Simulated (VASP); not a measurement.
Set up this calculation in VASP 6.6.1, as the native input.

* Task: single point
* Functional: PBEsol
* Potentials or basis: VASP PAW PBE potentials, release 64 (Ti_sv, Al)
* Cutoff: 520 eV
* k mesh: 12 × 12 × 12
* Occupations: gaussian, width 0.15 eV
* Spin: collinear spin
* Starting moments: [0.8, 0.8, 0.8, 0.0] μB
* Fixed moment: 2.4 μB
* Dipole correction: no
* Further INCAR settings: ALGO = Normal; EDIFF = 1e-06; NBANDS = 32

The structure of Ti3Al lies in POSCAR:

```
Ti3Al
1.0
    0.0000000000      3.2562326158      3.2562326158
    3.2562326158      0.0000000000      3.2562326158
    3.2562326158      3.2562326158      0.0000000000
Ti Al
3 1
Direct
    0.7500000000      0.7500000000      0.7500000000
    0.2500000000      0.2500000000      0.2500000000
    0.0000000000      0.0000000000      0.0000000000
    0.5000000000      0.5000000000      0.5000000000
```

One way to write it, as run:

INCAR

```
ALGO = Normal
EDIFF = 1E-6
ENCUT = 520
GGA = PS
ISIF = 2
ISMEAR = 0
ISPIN = 2
LASPH = True
LCHARG = False
LMAXMIX = 4
LORBIT = 11
LREAL = False
LWAVE = False
MAGMOM = 0.8 0.8 0.8 0
NBANDS = 32
NELM = 150
NUPDOWN = 2.4
PREC = Accurate
SIGMA = 0.15
```

KPOINTS

```
k-points
0
Gamma
  12 12 12
```

Potentials or basis: VASP PAW PBE potentials, release 64 (Ti_sv, Al).

The run is started by

```console
$ cat potpaw_PBE.64/Ti_sv/POTCAR potpaw_PBE.64/Al/POTCAR > POTCAR
$ mpirun -np 1 vasp_std > vasp.out
```

Results of the run:

```yaml
Pressure: -5.9 GPa
Net_moment: 2.40 μB per cell
Site_moments: Ti +0.37, +1.05 (each value once); Al -0.02 μB
Valence_electrons_inside_the_program's_atomic_spheres: Ti 10.22, 10.29 (each value once); Al 0.81
```

Caveat: the cell stands under tension; the PAW data sets were made with another functional, which shifts forces and pressure a little; the total moment is fixed, so each spin has its own Fermi level.

It took 2.1 min on 1 thread of Intel(R) Xeon(R) 6975P-C (Granite Rapids), on a shared host, peak memory 0.39 GiB.
